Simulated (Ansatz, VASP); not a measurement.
## GaGe: VASP beside Ansatz

```
CELL_PARAMETERS angstrom
0.01839 2.86752 2.94968
2.86146 0.02140 2.94668
2.86518 2.86824 0.01767
ATOMIC_POSITIONS crystal
Ga 0.74704 0.76240 0.74990
Ge 0.98280 0.01226 0.00021
```

Alike in both runs: task single point; functional PBE; k mesh 5 × 5 × 5; no spin polarisation.

|  | VASP | Ansatz |
| --- | --- | --- |
| version | VASP 6.6.1 | Ansatz 0.2.0 |
| potentials or method | VASP PAW PBE potentials, release 64 (Ga_d, Ge_d), cutoff 520 eV | plane waves, PAW |
| occupations | methfessel-paxton of order 1, width 0.1 eV | methfessel-paxton of order 1 |
| valence electrons in the cell | 27 | 27 |

|  | VASP | Ansatz | Ansatz less VASP |
| --- | --- | --- | --- |
| rms of the force components (eV/Å) | 0.152 | 0.152 | -0.0002 |

Atom by atom the forces differ by 0.000 eV/Å (rms over components).

The k mesh is coarse, so the values compare programs but aren't converged.
